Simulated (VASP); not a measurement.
A run of VASP 6.6.1:

INCAR

```
SYSTEM = K
ALGO = Fast ; EDIFF = 1E-6
ENCUT = 520 ; GGA = PE
ISIF = 2 ; ISMEAR = 0
LASPH = .True. ; LCHARG = .False.
LREAL = .False. ; LWAVE = .False.
NBANDS = 10 ; NELM = 100
PREC = Accurate ; SIGMA = 0.1
```

KPOINTS

```
k-points
0
Gamma
  12 12 12
  0 0 0
```

The input POSCAR:

```
K
1.0
   -2.6927111085      2.6927111085      2.5274783804
    2.6927111085     -2.6927111085      2.5274783804
    2.6927111085      2.6927111085     -2.5274783804
K
1
Direct
    0.0000000000      0.0000000000      0.0000000000
```

Potentials or basis: VASP PAW PBE potentials, release 64 (K_sv).

The run is started by

```sh
$ cat potpaw_PBE.64/K_sv/POTCAR > POTCAR
$ mpirun -np 1 vasp_std > vasp.out
```

Hardware: 1 thread of Oxide Virtual Turin-like Processor, with other jobs on the host.

Question: Estimate the wall time of this run.

Answer: Wall time 110 s on 1 thread of Oxide Virtual Turin-like Processor, with other jobs on the host, peak memory 0.25 GiB. Counts: scf iterations 11, k points 163.
